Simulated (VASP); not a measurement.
A run of VASP 6.6.1:

Contents of INCAR:

```
PREC = Accurate
ENCUT = 520
EDIFF = 1E-6
ISMEAR = 1
SIGMA = 0.15
LREAL = False
LASPH = True
NELM = 60
ALGO = Normal
ISIF = 2
LWAVE = False
LCHARG = False
GGA = PS
NBANDS = 13
```

The input KPOINTS:

```
Automatic mesh
0
Gamma
  14 14 14
```

POSCAR

```
Sn
1.0
   -1.7265390000      1.7755470000      2.3383420000
    1.7265390000     -1.7755470000      2.3383420000
    1.7265390000      1.7755470000     -2.3383420000
Sn
1
Direct
    0.0000000000      0.0000000000      0.0000000000
```

Potentials or basis: VASP PAW PBE potentials, release 64 (Sn_d).

Run with:

```bash
$ cat potpaw_PBE.64/Sn_d/POTCAR > POTCAR
$ mpirun -np 1 vasp_std > vasp.out
```

Hardware: 1 thread of AMD EPYC 9R45 96-Core Processor (Zen 5), with other jobs on the host.

Question: Estimate the wall time of this run.

Answer: It took 65 s on 1 thread of AMD EPYC 9R45 96-Core Processor (Zen 5), with other jobs on the host, peak memory 0.24 GiB. Counts: scf iterations 10, k points 428.
